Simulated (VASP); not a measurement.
# BaTe (Fm-3m) in VASP: further runs

BaTe is run at these levels: LDA; tasks: vibrations by perturbation theory.

All numbers are computed with VASP 6.6.1; they aren't measurements. Logs are shortened: lines on timing, memory, paths and dates and some standing lists are left out, and cuts for length are marked.

**1. The cell of the first run**

Symmetry: Fm-3m, No. 225, cubic system. Conventional cell: a = 6.866 Å, b = 6.866 Å, c = 6.866 Å, α = 90.00°, β = 90.00°, γ = 90.00°. Ba (site symmetry m-3m) has 6 Te at 3.43 Å within 4.5 Å. Within 4.5 Å of Te (site symmetry m-3m) lie 6 Ba at 3.43 Å.

**2. Vibrations by perturbation theory, LDA**

INCAR

```
PREC = Accurate
ENCUT = 520
EDIFF = 1E-8
ISMEAR = 0
SIGMA = 0.01
LREAL = F
LASPH = T
NELM = 100
ALGO = Normal
ISIF = 2
LWAVE = F
LCHARG = F
GGA = CA
NBANDS = 15
IBRION = 8
NSW = 1
LEPSILON = T
```

KPOINTS

```
Automatic mesh
0
Gamma
  6 6 6
```

POSCAR

```
BaTe
1.0
    0.0000000000      3.4331720215      3.4331720215
    3.4331720215      0.0000000000      3.4331720215
    3.4331720215      3.4331720215      0.0000000000
Ba Te
1 1
Direct
    0.0000000000      0.0000000000      0.0000000000
    0.5000000000      0.5000000000      0.5000000000
```

Potentials or basis: VASP PAW LDA potentials, release 64 (Ba_sv, Te).

Started as:

```bash
$ cat potpaw_LDA.64/Ba_sv/POTCAR potpaw_LDA.64/Te/POTCAR > POTCAR
$ mpirun -np 1 vasp_std > vasp.out
```

OUTCAR:

```text
PREC = Accurate
   ENCUT = 520
   EDIFF = 1E-8
   ISMEAR = 0
   LREAL = F
   LASPH = T
   NELM = 100
   ISIF = 2
   GGA = CA
   IBRION = 8
   NSW = 1
   LEPSILON = T

 ion  position               nearest neighbor table
   1  0.000  0.000  0.000-   2 3.43   2 3.43   2 3.43   2 3.43   2 3.43   2 3.43
   2  0.500  0.500  0.500-   1 3.43   1 3.43   1 3.43   1 3.43   1 3.43   1 3.43

  LATTYP: Found a face centered cubic cell.
 ALAT       =     6.8663440430

  Lattice vectors:

 A1 = (   0.0000000000,   3.4331720215,   3.4331720215)
 A2 = (   3.4331720215,   0.0000000000,   3.4331720215)
 A3 = (   3.4331720215,   3.4331720215,   0.0000000000)

Analysis of symmetry for initial positions (statically):
=====================================================================
 Subroutine PRICEL returns:
 Original cell was already a primitive cell.

 Routine SETGRP: Setting up the symmetry group for a
 face centered cubic supercell.

 Subroutine GETGRP returns: Found 48 space group operations
 (whereof 48 operations were pure point group operations)
 out of a pool of 48 trial point group operations.

The static configuration has the point symmetry O_h .

Analysis of symmetry for dynamics (positions and initial velocities):
=====================================================================
 Subroutine PRICEL returns:
 Original cell was already a primitive cell.

 Routine SETGRP: Setting up the symmetry group for a
 face centered cubic supercell.

 Subroutine GETGRP returns: Found 48 space group operations
 (whereof 48 operations were pure point group operations)
 out of a pool of 48 trial point group operations.

The dynamic configuration has the point symmetry O_h .

 Subroutine INISYM returns: Found 48 space group operations
 (whereof 48 operations are pure point group operations),
 and found     1 'primitive' translations

----------------------------------------------------------------------------------------

                                     Primitive cell

  volume of cell :      80.9313

  direct lattice vectors                    reciprocal lattice vectors
     0.000000000  3.433172021  3.433172021    -0.145637911  0.145637911  0.145637911
     3.433172021  0.000000000  3.433172021     0.145637911 -0.145637911  0.145637911
     3.433172021  3.433172021  0.000000000     0.145637911  0.145637911 -0.145637911

  length of vectors
     4.855238435  4.855238435  4.855238435     0.252252261  0.252252261  0.252252261

  position of ions in fractional coordinates (direct lattice)
     0.000000000  0.000000000  0.000000000
     0.500000000  0.500000000  0.500000000

  ion indices of the primitive-cell ions
   primitive index   ion index
                 1           1
                 2           2

----------------------------------------------------------------------------------------

 KPOINTS: Automatic mesh

Automatic generation of k-mesh.
 Grid dimensions read from file:
 generate k-points for:    6    6    6

 Generating k-lattice:

  Cartesian coordinates                     Fractional coordinates (reciprocal lattice)
[... 424 lines left out ...]

 Free energy of the ion-electron system (eV)
  ---------------------------------------------------
  ---------------------------------------------------
  free energy    TOTEN  =        -1.41912238 eV

  energy without entropy =       -1.41912238

------------------------ aborting loop because EDIFF is reached ----------------------------------------

--------------------------------------- Ionic step        2  -------------------------------------------

------------------------ aborting loop because EDIFF is reached ----------------------------------------

--------------------------------------- Ionic step        3  -------------------------------------------

------------------------ aborting loop because EDIFF is reached ----------------------------------------

 PIEZOELECTRIC TENSOR FIELD DIRECTION 3  (e Angst)
 -----------------------------------------------------------------------------
     0.00105  0.00000  0.00000           (  0.00001  0.00000  0.00000)
     0.00000  0.00105 -0.00000           (  0.00000  0.00001 -0.00000)
     0.00000  0.00000 -0.00578           (  0.00000 -0.00000  0.00002)

 PIEZOELECTRIC TENSOR FIELD DIRECTION 3  (C/m^2)
 -----------------------------------------------------------------------------
     0.00021  0.00000  0.00000
     0.00000  0.00021 -0.00000
     0.00000  0.00000 -0.00114

--------------------------------------- Ionic step        4  -------------------------------------------

------------------------ aborting loop because EDIFF is reached ----------------------------------------

[... ionic steps 5 to 6 ...]

--------------------------------------- Ionic step        7  -------------------------------------------

 Free energy of the ion-electron system (eV)
  ---------------------------------------------------
  ---------------------------------------------------
  free energy    TOTEN  =        -0.05342050 eV

  energy without entropy =       -0.05342050

------------------------ aborting loop because EDIFF is reached ----------------------------------------

 INTERNAL STRAIN TENSOR  FOR ION    2  DIRECTION 1   (eV/Angst):
 -----------------------------------------------------------------------------
    -0.01887  0.00000  0.00000
     0.00000  0.00535 -0.00000
    -0.00000 -0.00000  0.00535

 MACROSCOPIC STATIC DIELECTRIC TENSOR (including local field effects in DFT)
 ------------------------------------------------------
           6.868050     0.000000    -0.000000
          -0.000000     6.868050     0.000000
          -0.000000     0.000000     6.868050
 ------------------------------------------------------

 PIEZOELECTRIC TENSOR (including local field effects)  for field in x, y, z        (e  Angst)
          XX          YY          ZZ          XY          YZ          ZX
  --------------------------------------------------------------------------------
  x     0.00000     0.00000     0.00000     0.00000     0.00000     0.00000
  y     0.00000     0.00000     0.00000     0.00000     0.00000     0.00000
  z     0.00000     0.00000     0.00000     0.00000     0.00000     0.00000

 PIEZOELECTRIC TENSOR (including local field effects)  for field in x, y, z        (C/m^2)
          XX          YY          ZZ          XY          YZ          ZX
  --------------------------------------------------------------------------------
  x     0.00000     0.00000     0.00000     0.00000     0.00000     0.00000
  y     0.00000     0.00000     0.00000     0.00000     0.00000     0.00000
  z     0.00000     0.00000     0.00000     0.00000     0.00000     0.00000

 BORN EFFECTIVE CHARGES (including local field effects) (in |e|, cummulative output)
 ---------------------------------------------------------------------------------
 ion    1
    1     2.66396     0.00000     0.00000
    2     0.00000     2.66396     0.00000
    3     0.00000     0.00000     2.66396
 ion    2
    1    -2.66396     0.00000     0.00000
    2     0.00000    -2.66396     0.00000
    3     0.00000     0.00000    -2.66396

 INTERNAL STRAIN TENSOR FOR ION    2 for displacements in x,y,z  (eV/Angst):
          X           Y           Z          XY          YZ          ZX
  --------------------------------------------------------------------------------
  x     0.00000     0.00000     0.00000     0.00000     0.00000     0.00000
  y     0.00000     0.00000     0.00000     0.00000     0.00000     0.00000
  z     0.00000     0.00000     0.00000     0.00000     0.00000     0.00000

 SECOND DERIVATIVES (NOT SYMMETRIZED)
 ------------------------------------
               1X          1Y          1Z          2X          2Y          2Z
  1X    -2.535414    0.000000    0.000000    2.535414    0.000000    0.000000
  1Y     0.000000   -2.535414    0.000000    0.000000    2.535414    0.000000
  1Z     0.000000    0.000000   -2.535414    0.000000    0.000000    2.535414
  2X     2.538824    0.000000    0.000000   -2.538824    0.000000    0.000000
  2Y     0.000000    2.538824    0.000000    0.000000   -2.538824    0.000000
  2Z     0.000000    0.000000    2.538824    0.000000    0.000000   -2.538824

 Eigenvectors and eigenvalues of the dynamical matrix
 ----------------------------------------------------

   1 f  =    3.061867 THz    19.238278 2PiTHz  102.132889 cm-1    12.662859 meV
             X         Y         Z           dx          dy          dz
      0.000000  0.000000  0.000000     0.674359    0.162931   -0.000499
      3.433172  3.433172  3.433172    -0.700060   -0.169141    0.000518
[... 21 lines left out ...]
   6 f/i=    0.001028 THz     0.006459 2PiTHz    0.034292 cm-1     0.004252 meV
             X         Y         Z           dx          dy          dz
      0.000000  0.000000  0.000000    -0.192729    0.692653   -0.042201
      3.433172  3.433172  3.433172    -0.185654    0.667223   -0.040652

--------------------------------------------------------------------------------------------------------

 MACROSCOPIC STATIC DIELECTRIC TENSOR IONIC CONTRIBUTION
 ------------------------------------------------------
           6.254106     0.000000     0.000000
           0.000000     6.254106     0.000000
           0.000000     0.000000     6.254106
 ------------------------------------------------------

 ELASTIC MODULI CONTR FROM IONIC RELAXATION (kBar)
 Direction    XX          YY          ZZ          XY          YZ          ZX
 --------------------------------------------------------------------------------
 XX           0.0000      0.0000      0.0000      0.0000      0.0000      0.0000
 YY           0.0000      0.0000      0.0000      0.0000      0.0000      0.0000
 ZZ           0.0000      0.0000      0.0000      0.0000      0.0000      0.0000
 XY           0.0000      0.0000      0.0000      0.0000      0.0000      0.0000
 YZ           0.0000      0.0000      0.0000      0.0000      0.0000      0.0000
 ZX           0.0000      0.0000      0.0000      0.0000      0.0000      0.0000
 --------------------------------------------------------------------------------

 PIEZOELECTRIC TENSOR IONIC CONTR  for field in x, y, z        (C/m^2)
          XX          YY          ZZ          XY          YZ          ZX
  --------------------------------------------------------------------------------
  x     0.00000     0.00000     0.00000     0.00000     0.00000     0.00000
  y     0.00000     0.00000     0.00000     0.00000     0.00000     0.00000
  z     0.00000     0.00000     0.00000     0.00000     0.00000     0.00000
```

Run time: 7.3 min. Hardware: 1 thread of Intel Xeon 6975P-C (Granite Rapids), shared host; peak memory 0.27 GiB.

Results:

| Item | Value |
| --- | --- |
| Electronic dielectric tensor (diagonal) | 6.87 |
| Born charges (mean of the diagonal) | Ba +2.66; Te -2.66 e |
| Highest phonon frequency at Γ, LO-TO splitting left out | 102 cm⁻¹ |

Phonon frequencies in cm⁻¹ (negative: imaginary):
```tsv
q point	frequencies
(0.000, 0.000, 0.000)	0 0 0 102 102 102
```

Electronic dielectric tensor:
```
6.87 0.00 0.00
0.00 6.87 0.00
0.00 0.00 6.87
```

Born effective charge tensors (e):
atom 1, Ba
```
2.66 0.00 0.00
0.00 2.66 0.00
0.00 0.00 2.66
```
atom 2, Te
```
-2.66  0.00  0.00
 0.00 -2.66  0.00
 0.00  0.00 -2.66
```

Caveat: spin-orbit coupling is left out, which moves the levels of the heavy elements.

(Part 1 of 2 ends here.)
